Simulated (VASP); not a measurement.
Crystal: WC.

```
W C
1.0
     0.00000    2.19268    2.19268
     2.19268    0.00000    2.19268
     2.19268    2.19268    0.00000
W C
1 1
Direct
  0.00000 0.00000 0.00000
  0.50000 0.50000 0.50000
```

Base run:

* Program: VASP 6.6.1
* Functional: LDA
* Potentials or basis: VASP PAW LDA potentials, release 64 (W_sv, C_h)
* Cutoff: 1300 eV
* k mesh: 7 × 7 × 7
* Occupations: methfessel-paxton, width 0.1 eV
* Spin: no spin polarisation

Its results: band gap on the k mesh zero (bands 9 and 10 overlap by 2.73 eV); pressure -14.3 GPa.

Q: The run is repeated on the same cell with these changes: k mesh from 7 × 7 × 7 to 4 × 4 × 4. What comes out?

A: Band gap on the k mesh zero (bands 9 and 10 overlap by 2.10 eV); pressure -15.3 GPa.

Caveats: some runs use coarse meshes; spin-orbit coupling is left out, which moves the levels of the heavy elements; the cell stands under tension (at least some runs).
